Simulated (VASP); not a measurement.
Input of a VASP 6.6.1 run:

Contents of INCAR:

```
ALGO = Normal
EDIFF = 1E-7
ENCUT = 520
GGA = PS
ISIF = 2
ISMEAR = 0
LASPH = True
LCHARG = False
LREAL = False
LWAVE = False
NBANDS = 20
NELM = 80
PREC = Accurate
SIGMA = 0.025
```

Contents of KPOINTS:

```
k-points
0
Gamma
  7 7 4
```

File POSCAR:

```
Tl
1.0
    3.4560000000      0.0000000000      0.0000000000
   -1.7280000000      2.9929837955      0.0000000000
    0.0000000000      0.0000000000      5.5250000000
Tl
2
Direct
    0.6666666667      0.3333333333      0.7500000000
    0.3333333333      0.6666666667      0.2500000000
```

Potentials or basis: VASP PAW PBE potentials, release 64 (Tl_d).

Command:

```sh
$ cat potpaw_PBE.64/Tl_d/POTCAR > POTCAR
$ mpirun -np 1 vasp_std > vasp.out
```

Problem. Estimate the band gap on the k mesh.

Solution. Zero (bands 13 and 14 overlap by 5.43 eV).

Problem. What does it give for the pressure?

Solution. 0.0 GPa.

Stress tensor (GPa, compression positive):
```
-0.64  0.00  0.00
 0.00 -0.64  0.00
 0.00  0.00  1.29
```

Caveat: the PAW data sets were made with another functional, which shifts forces and pressure a little; spin-orbit coupling is left out, which moves the levels of the heavy elements.
